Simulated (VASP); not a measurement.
# Ca (P6_3/mmc) in VASP: further runs

The runs below take Ca through single point, relaxation of cell and atoms, with PBEsol.

Program: VASP 6.6.1. These are calculated values, not measurements. Logs are shortened: lines on timing, memory, paths and dates and some standing lists are left out, and cuts for length are marked.

### Step 1. The cell of the first run

The structure is hexagonal, space group P6_3/mmc (No. 194). Conventional cell: a = 4.003 Å, b = 4.003 Å, c = 6.592 Å, α = 90.00°, β = 90.00°, γ = 120.00°. Within 5.3 Å of Ca (site symmetry -6m2) lie 12 Ca at 4.00 to 4.03 Å.

This isn't the form of Ca at room conditions, which is fcc.

### Step 2. Single point, PBEsol (45.73 Å³/atom)

INCAR reads:

```
PREC = Accurate
ENCUT = 520
EDIFF = 1E-6
ISMEAR = -1
SIGMA = 0.1
LREAL = False
LASPH = True
NELM = 100
ALGO = Normal
ISIF = 2
LWAVE = False
LCHARG = False
GGA = PS
NBANDS = 17
```

KPOINTS reads:

```
regular mesh
0
Gamma
  11 11 6
```

POSCAR reads:

```
Ca
1.0
    4.0025167195      0.0000000000      0.0000000000
   -2.0012583598      3.4662811582      0.0000000000
    0.0000000000      0.0000000000      6.5916420498
Ca
2
Direct
    0.3333333333      0.6666666667      0.2500000000
    0.6666666667      0.3333333333      0.7500000000
```

Potentials or basis: VASP PAW PBE potentials, release 64 (Ca_sv).

Launch:

```sh
cat potpaw_PBE.64/Ca_sv/POTCAR > POTCAR
mpirun -np 1 vasp_std > vasp.out
```

OUTCAR:

```text
PREC = Accurate
   ENCUT = 520
   EDIFF = 1E-6
   ISMEAR = -1
   LREAL = False
   LASPH = True
   NELM = 100
   ISIF = 2
   GGA = PS

 ion  position               nearest neighbor table
   1  0.333  0.667  0.250-
   2  0.667  0.333  0.750-

  LATTYP: Found a hexagonal cell.
 ALAT       =     4.0025167195
 C/A-ratio  =     1.6468743323

  Lattice vectors:

 A1 = (   4.0025167195,   0.0000000000,   0.0000000000)
 A2 = (  -2.0012583598,   3.4662811582,   0.0000000000)
 A3 = (   0.0000000000,   0.0000000000,   6.5916420498)

Analysis of symmetry for initial positions (statically):
=====================================================================
 Subroutine PRICEL returns:
 Original cell was already a primitive cell.

 Routine SETGRP: Setting up the symmetry group for a
 hexagonal supercell.

 Subroutine GETGRP returns: Found 24 space group operations
 (whereof 12 operations were pure point group operations)
 out of a pool of 24 trial point group operations.

The static configuration has the point symmetry D_3d.
 The point group associated with its full space group is D_6h.

Analysis of symmetry for dynamics (positions and initial velocities):
=====================================================================
 Subroutine PRICEL returns:
 Original cell was already a primitive cell.

 Routine SETGRP: Setting up the symmetry group for a
 hexagonal supercell.

 Subroutine GETGRP returns: Found 24 space group operations
 (whereof 12 operations were pure point group operations)
 out of a pool of 24 trial point group operations.

The dynamic configuration has the point symmetry D_3d.
 The point group associated with its full space group is D_6h.

 Subroutine INISYM returns: Found 24 space group operations
 (whereof 12 operations are pure point group operations),
 and found     1 'primitive' translations

----------------------------------------------------------------------------------------

                                     Primitive cell

  volume of cell :      91.4514

  direct lattice vectors                    reciprocal lattice vectors
     4.002516719  0.000000000  0.000000000     0.249842804  0.144246810  0.000000000
    -2.001258360  3.466281158  0.000000000     0.000000000  0.288493620  0.000000000
     0.000000000  0.000000000  6.591642050     0.000000000  0.000000000  0.151707267

  length of vectors
     4.002516719  4.002516720  6.591642050     0.288493620  0.288493620  0.151707267

  position of ions in fractional coordinates (direct lattice)
     0.333333333  0.666666667  0.250000000
     0.666666667  0.333333333  0.750000000

  ion indices of the primitive-cell ions
   primitive index   ion index
                 1           1
                 2           2

----------------------------------------------------------------------------------------

 KPOINTS: regular mesh

Automatic generation of k-mesh.
 Grid dimensions read from file:
 generate k-points for:   11   11    6

 Generating k-lattice:

  Cartesian coordinates                     Fractional coordinates (reciprocal lattice)
     0.022712982  0.013113346  0.000000000     0.090909091  0.000000000  0.000000000
     0.000000000  0.026226693  0.000000000     0.000000000  0.090909091  0.000000000
     0.000000000  0.000000000  0.025284544     0.000000000  0.000000000  0.166666667

  Length of vectors
     0.026226693  0.026226693  0.025284544

  Shift w.r.t. Gamma in fractional coordinates (k-lattice)
     0.000000000  0.000000000  0.000000000

 Subroutine IBZKPT returns following result:
 ===========================================

 Found     64 irreducible k-points:

 Following reciprocal coordinates:
            Coordinates               Weight
  0.000000  0.000000  0.000000      1.000000
  0.090909  0.000000  0.000000      6.000000
  0.181818  0.000000  0.000000      6.000000
  0.272727  0.000000  0.000000      6.000000
  0.363636  0.000000  0.000000      6.000000
  0.454545  0.000000  0.000000      6.000000
[... 16 lines left out ...]
  0.090909  0.090909  0.166667     12.000000
  0.181818  0.090909  0.166667     24.000000
 [... further k-points ...]
   k-points           NKPTS =     64   k-points in BZ     NKDIM =     64   number of bands    NBANDS=     17
   number of dos      NEDOS =    301   number of ions     NIONS =      2
   total plane-waves  NPLWV =  45000
   dimension x,y,z NGX =    30 NGY =   30 NGZ =   50
   dimension x,y,z NGXF=    60 NGYF=   60 NGZF=  100
   ions per type =               2
   NGX,Y,Z   is equivalent  to a cutoff of  12.46, 12.46, 12.61 a.u.
   NGXF,Y,Z  is equivalent  to a cutoff of  24.92, 24.92, 25.22 a.u.
 SYSTEM =  unknown system
   PREC   = accura    normal or accurate (medium, high low for compatibility)
   ISTART =      0    job   : 0-new  1-cont  2-samecut
   ICHARG =      2    charge: 1-file 2-atom 10-const
   ISPIN  =      1    spin polarized calculation?
   LNONCOLLINEAR =      F non collinear calculations
   LSORBIT =      F    spin-orbit coupling
   LASPH  =      T    aspherical Exc in radial PAW
   ENCUT  =  520.0 eV  38.22 Ry    6.18 a.u.   7.44  7.44 12.26*2*pi/ulx,y,z
   NELM   =    100;   NELMIN=  2; NELMDL= -5     # of ELM steps
   EDIFF  = 0.1E-05   stopping-criterion for ELM
   LREAL  =      F    real-space projection
   EDIFFG = 0.1E-04   stopping-criterion for IOM
   NSW    =      0    number of steps for IOM
   IBRION =     -1    ionic relax: 0-MD 1-quasi-New 2-CG
   NFREE  =      0    steps in history (QN), initial steepest desc. (CG)
   ISIF   =      2    stress and relaxation
   ISYM   =      2    0-nonsym 1-usesym 2-fastsym
   POTIM  = 0.5000    time-step for ionic-motion
   TEBEG  =    0.0;   TEEND  =   0.0 temperature during run
   PSTRESS=    0.0 pullay stress
   NELECT =      20.0000    total number of electrons
   NUPDOWN=      -1.0000    fix difference up-down
   EMIN   =  10.00;   EMAX   =-10.00  energy-range for DOS
   EFERMI =   0.00;   METHOD = LEGACY
   ISMEAR =    -1;   SIGMA  =   0.10  broadening in eV -4-tet -1-fermi 0-gaus
   EFERMI_NEDOS =   21; number of points for ismear=-14 and -15
   IALGO  =     38    algorithm
   IMIX   =      4    mixing-type and parameters
     AMIX     =   0.40;   BMIX     =  1.00
     AMIX_MAG =   1.60;   BMIX_MAG =  1.00
  volume/ion in A,a.u.               =      45.73       308.57
  Fermi-wavevector in a.u.,A,eV,Ry     =   0.986328  1.863889 13.236328  0.972843
  Thomas-Fermi vector in A             =   2.117701
   LORBIT       =      0    0 simple, 1 ext, 2 COOP (PROOUT), +10 PAW based schemes
   GGA     = PS    functional components
   LHFCALC =     F    Hartree Fock is set to
   AEXX    =    0.0000 exact exchange contribution
   IVDW    =     0    specifies the selected vdW correction
   LEPSILON=     F    determine dielectric tensor
   LRPA    =     F    only Hartree local field effects (RPA)
 non-spin polarized calculation
  energy-cutoff  :      520.00
  volume of cell :       91.45
 maximum number of plane-waves:      2515
 NGX is ok and might be reduce to    30
   NGX = 15   NGY = 15   NGZ = 25

 number of electron      20.0000001 magnetization

 Free energy of the ion-electron system (eV)
  ---------------------------------------------------
  ext. energy  EPLUGINS =         0.00000000
  ---------------------------------------------------
  free energy    TOTEN  =        -4.24764825 eV

  energy without entropy =       -4.16300322  energy(sigma->0) =       -4.20532573

 E-fermi :   1.6113     XC(G=0):  -7.5587

 val. band max:        1.5490865505   @ k =   0.2727   0.0000   0.0000
 cond. band min:       1.6114176320   @ k =   0.3636   0.0909   0.0000
 fundamental gap:      0.0623310815
 Fermi energy:         1.6112591247

 k-point     1 :       0.0000    0.0000    0.0000
  band No.  band energies     occupation
      1     -40.4269      2.00000
      2     -40.4178      2.00000
      3     -21.5258      2.00000
      4     -21.4429      2.00000
      5     -21.4429      2.00000
      6     -21.4289      2.00000
[... 9 lines left out ...]
     16       4.0831      0.00000
     17       4.4625      0.00000

 k-point     2 :       0.0909    0.0000    0.0000
  band No.  band energies     occupation
      1     -40.4262      2.00000
      2     -40.4174      2.00000
      3     -21.5231      2.00000
      4     -21.4493      2.00000
      5     -21.4449      2.00000
      6     -21.4355      2.00000
[... 9 lines left out ...]
     16       4.1669      0.00000
     17       4.3290      0.00000

 k-point     3 :       0.1818    0.0000    0.0000
  band No.  band energies     occupation
      1     -40.4243      2.00000
      2     -40.4165      2.00000
      3     -21.5155      2.00000
      4     -21.4666      2.00000
      5     -21.4531      2.00000
      6     -21.4502      2.00000
[... 9 lines left out ...]
     16       4.1586      0.00000
     17       4.1991      0.00000

 k-point     4 :       0.2727    0.0000    0.0000
  band No.  band energies     occupation
      1     -40.4218      2.00000
      2     -40.4154      2.00000
      3     -21.5043      2.00000
      4     -21.4894      2.00000
      5     -21.4758      2.00000
      6     -21.4570      2.00000
[... 9 lines left out ...]
     16       4.4404      0.00000
     17       4.5311      0.00000

 k-point     5 :       0.3636    0.0000    0.0000
  band No.  band energies     occupation
      1     -40.4192      2.00000
      2     -40.4146      2.00000
      3     -21.5106      2.00000
      4     -21.4962      2.00000
      5     -21.4919      2.00000
      6     -21.4631      2.00000
[... 9 lines left out ...]
     16       4.8014      0.00000
     17       5.0349      0.00000

 k-point     6 :       0.4545    0.0000    0.0000
  band No.  band energies     occupation
      1     -40.4175      2.00000
      2     -40.4143      2.00000
      3     -21.5232      2.00000
      4     -21.5082      2.00000
      5     -21.4823      2.00000
      6     -21.4667      2.00000
[... 9 lines left out ...]
     16       5.2580      0.00000
     17       5.3986      0.00000

 k-point     7 :       0.0909    0.0909    0.0000
  band No.  band energies     occupation
      1     -40.4249      2.00000
      2     -40.4168      2.00000
      3     -21.5179      2.00000
      4     -21.4600      2.00000
      5     -21.4525      2.00000
      6     -21.4440      2.00000
[... 9 lines left out ...]
     16       4.1096      0.00000
     17       4.3068      0.00000

 k-point     8 :       0.1818    0.0909    0.0000
  band No.  band energies     occupation
      1     -40.4227      2.00000
      2     -40.4158      2.00000
      3     -21.5085      2.00000
      4     -21.4785      2.00000
      5     -21.4698      2.00000
      6     -21.4530      2.00000
[... 9 lines left out ...]
     16       4.2593      0.00000
     17       4.4035      0.00000
[... 203 lines left out ...]
      1     -40.4238      2.00000
      2     -40.4170      2.00000
      3     -21.5109      2.00000
      4     -21.4646      2.00000
      5     -21.4564      2.00000
      6     -21.4491      2.00000
[... 9 lines left out ...]
     16       4.2402      0.00000
     17       4.4084      0.00000

 k-point    20 :       0.2727    0.0000    0.1667
  band No.  band energies     occupation
      1     -40.4213      2.00000
      2     -40.4158      2.00000
      3     -21.5057      2.00000
      4     -21.4837      2.00000
      5     -21.4780      2.00000
      6     -21.4557      2.00000
[... 9 lines left out ...]
     16       4.5182      0.00000
     17       4.5311      0.00000

 k-point    21 :       0.3636    0.0000    0.1667
  band No.  band energies     occupation
      1     -40.4189      2.00000
      2     -40.4149      2.00000
      3     -21.5151      2.00000
      4     -21.5004      2.00000
      5     -21.4824      2.00000
      6     -21.4616      2.00000
[... 9 lines left out ...]
     16       4.8237      0.00000
     17       4.9311      0.00000

 k-point    22 :       0.4545    0.0000    0.1667
  band No.  band energies     occupation
      1     -40.4173      2.00000
      2     -40.4145      2.00000
      3     -21.5261      2.00000
      4     -21.5121      2.00000
      5     -21.4760      2.00000
      6     -21.4651      2.00000
[... 9 lines left out ...]
     16       5.1906      0.00000
     17       5.2632      0.00000

 k-point    23 :       0.0909    0.0909    0.1667
  band No.  band energies     occupation
      1     -40.4244      2.00000
      2     -40.4173      2.00000
      3     -21.5127      2.00000
      4     -21.4583      2.00000
      5     -21.4533      2.00000
      6     -21.4456      2.00000
[... 9 lines left out ...]
     16       4.1929      0.00000
     17       4.4381      0.00000

 k-point    24 :       0.1818    0.0909    0.1667
  band No.  band energies     occupation
      1     -40.4222      2.00000
      2     -40.4163      2.00000
      3     -21.5064      2.00000
      4     -21.4754      2.00000
      5     -21.4714      2.00000
      6     -21.4532      2.00000
[... 9 lines left out ...]
     16       4.3155      0.00000
     17       4.4971      0.00000

 [... further k-points ...]
[... 5 lines left out ...]
  --------------------------------------------------------------------------------------
  -------------------------------------------------------------------------------------
  Total       -0.9299703     -0.9299703     -1.0313644      0.0000000     -0.0000000      0.0000000
  in kB      -16.2925515    -16.2925515    -18.0689186      0.0000000     -0.0000000      0.0000000
  external PRESSURE =     -16.8846738 kB  Pullay stress =       0.0000000 kB

 VOLUME and BASIS-vectors are now :
 -----------------------------------------------------------------------------
  energy-cutoff  :      520.00
  volume of cell :       91.45
      direct lattice vectors                 reciprocal lattice vectors
     4.002516719  0.000000000  0.000000000     0.249842804  0.144246810  0.000000000
    -2.001258360  3.466281158  0.000000000     0.000000000  0.288493620  0.000000000
     0.000000000  0.000000000  6.591642050     0.000000000  0.000000000  0.151707267

 POSITION                                       TOTAL-FORCE (eV/Angst)
 -----------------------------------------------------------------------------------
     -0.00000      2.31085      1.64791         0.000000     -0.000000      0.000000
      2.00126      1.15543      4.94373        -0.000000      0.000000      0.000000
 -----------------------------------------------------------------------------------
    total drift:                               -0.000000      0.000000     -0.000000

  FREE ENERGIE OF THE ION-ELECTRON SYSTEM (eV)
  ---------------------------------------------------
  free  energy   TOTEN  =        -4.2476482472 eV

  energy  without entropy=       -4.1630032172  energy(sigma->0) =       -4.20532573
```

Run time: 2.6 min. Hardware: 1 thread of Intel Xeon 8259CL, shared host; peak memory 0.24 GiB.

What came out:

```yaml
Free_energy: -4.2476 eV
Pressure: -1.7 GPa
Band_gap_on_the_k_mesh: zero (bands 10 and 11 overlap by 0.47 eV)
```

Caveat: the PAW data sets were made with another functional, which shifts forces and pressure a little.

### Step 3. Relaxation of cell and atoms, PBEsol

This run uses another cell than the first one, of 43.63 Å³/atom.

INCAR reads:

```
SYSTEM = Ca
PREC = Accurate ; ENCUT = 600
EDIFF = 1E-6 ; ISMEAR = -1
SIGMA = 0.1 ; LREAL = .FALSE.
LASPH = .TRUE. ; NELM = 100
ALGO = Normal ; ISIF = 3
LWAVE = .FALSE. ; LCHARG = .FALSE.
GGA = PS ; IBRION = 2
NSW = 80 ; EDIFFG = -0.01
```

KPOINTS reads:

```
regular mesh
0
G
  9 9 5
  0 0 0
```

POSCAR reads:

```
Ca
1.0
    3.9515900202      0.0000000000      0.0000000000
   -1.9757950101      3.4221773429      0.0000000000
    0.0000000000      0.0000000000      6.4529465031
Ca
2
Direct
    0.3333333333      0.6666666667      0.2500000000
    0.6666666667      0.3333333333      0.7500000000
```

Potentials or basis: VASP PAW PBE potentials, release 64 (Ca_sv).

Launch:

```sh
cat potpaw_PBE.64/Ca_sv/POTCAR > POTCAR
mpirun -np 1 vasp_std > vasp.out
```

Wall time 5.7 min (1 thread of Intel Xeon 8259CL, shared host); peak memory 0.26 GiB.

The run converged. Its results:

| Property | Result |
| --- | --- |
| Free energy | -4.3007 eV |
| Relaxed volume | 40.86 Å³/atom |
| Relaxed cell | a = 3.855 Å, b = 3.855 Å, c = 6.350 Å, α = 90.00°, β = 90.00°, γ = 120.00° |
| Space group after relaxing (to 0.1 Å) | P6_3/mmc (No. 194) |
| Energy gained by relaxing | 9.4 meV/atom |
| Ionic steps | 7 |
| Pressure after relaxing | 0.0 GPa |
| Band gap on the k mesh | zero (bands 10 and 11 overlap by 0.42 eV) |

The path:
```tsv
step	energy change (eV)	largest force (eV/Å)	pressure (GPa)	volume (Å³)
1	0.0000	0.0000	-1.04	87.26
2	-0.0162	0.0000	-0.39	83.73
3	-0.0186	0.0000	-0.02	81.95
4	-0.0186	0.0000	0.00	81.82
5	-0.0186	0.0000	0.03	81.71
6	-0.0187	0.0000	0.02	81.72
7	-0.0188	0.0000	0.02	81.72
```

Final structure:
```yaml
crystal:
  lattice:
    - [3.85472, 0.00000, 0.00000]
    - [-1.92736, 3.33828, 0.00000]
    - [0.00000, 0.00000, 6.35033]
  atoms:
    - { symbol: Ca, position: [0.33333, 0.66667, 0.25000] }
    - { symbol: Ca, position: [0.66667, 0.33333, 0.75000] }
```

Levels at points of the mesh, in eV from the Fermi level:
| k point | band 8 | band 9 | band 10 | band 11 | band 12 | band 13 |
| --- | --- | --- | --- | --- | --- | --- |
| (0.00, 0.00, 0.00) | -22.76 | -4.12 | -1.08 | -0.19 | 2.30 | 2.34 |

Caveat: the PAW data sets were made with another functional, which shifts forces and pressure a little.

### Step 4. Single point, PBEsol

This run uses another cell than the first one, of 40.83 Å³/atom.

INCAR reads:

```
PREC = Accurate
ENCUT = 520
EDIFF = 1E-6
ISMEAR = -1
SIGMA = 0.1
LREAL = F
LASPH = T
NELM = 60
ALGO = Normal
ISIF = 2
LWAVE = F
LCHARG = F
GGA = PS
NBANDS = 17
```

KPOINTS reads:

```
regular mesh
0
Gamma
  15 15 8
```

POSCAR reads:

```
Ca
1.0
    3.8541369918      0.0000000000      0.0000000000
   -1.9270684959      3.3377805445      0.0000000000
    0.0000000000      0.0000000000      6.3472792847
Ca
2
Direct
    0.3333333333      0.6666666667      0.2500000000
    0.6666666667      0.3333333333      0.7500000000
```

Launch:

```sh
cat potpaw_PBE.64/Ca_sv/POTCAR > POTCAR
mpirun -np 1 vasp_std > vasp.out
```

Wall time 4.4 min (1 thread of Intel Xeon 8259CL, shared host); peak memory 0.3 GiB.

It converged, with:

| Item | Value |
| --- | --- |
| Free energy | -4.3007 eV |
| Pressure | 0.0 GPa |
| Band gap on the k mesh | zero (bands 10 and 11 overlap by 0.40 eV) |

Stress tensor (GPa, compression positive):
```
 0.03  0.00  0.00
 0.00  0.03  0.00
 0.00  0.00 -0.05
```

Levels at points of the mesh, in eV from the Fermi level:
```csv
k point,band 7,band 8,band 9,band 10,band 11,band 12,band 13,band 14
"(0.00, 0.00, 0.00)",-22.77,-22.76,-4.13,-1.08,-0.20,2.29,2.34,2.34
"(0.00, 0.00, 0.50)",-22.78,-22.78,-3.09,-3.09,1.39,1.39,2.33,2.33
```

Caveat: the PAW data sets were made with another functional, which shifts forces and pressure a little.

### Step 5. Overview

| task | cell | k mesh | cutoff (eV) | gap on the mesh (eV) | pressure (GPa) |
| --- | --- | --- | --- | --- | --- |
| single point | a = 4.003, b = 4.003, c = 6.592 Å, angles 90.0, 90.0, 120.0°, 2 atoms | 11 × 11 × 6 | 520 | none | -1.7 |
| relaxation of cell and atoms | relaxed from a = 3.952, b = 3.952, c = 6.453 Å, angles 90.0, 90.0, 120.0°, 2 atoms | 9 × 9 × 5 | 600 | none | 0.0 |
| single point | a = 3.854, b = 3.854, c = 6.347 Å, angles 90.0, 90.0, 120.0°, 2 atoms | 15 × 15 × 8 | 520 | none | 0.0 |

Alike in all rows: level PBEsol; potentials or basis VASP PAW PBE potentials, release 64 (Ca_sv); no spin polarisation; smearing fermi-dirac 0.1 eV.

Caveats: the PAW data sets were made with another functional, which shifts forces and pressure a little.

Total energies depend on the potentials used, so only differences within one code and one set of settings carry meaning.

The gap in the log of VASP goes by the Fermi energy; the results here count the filled bands.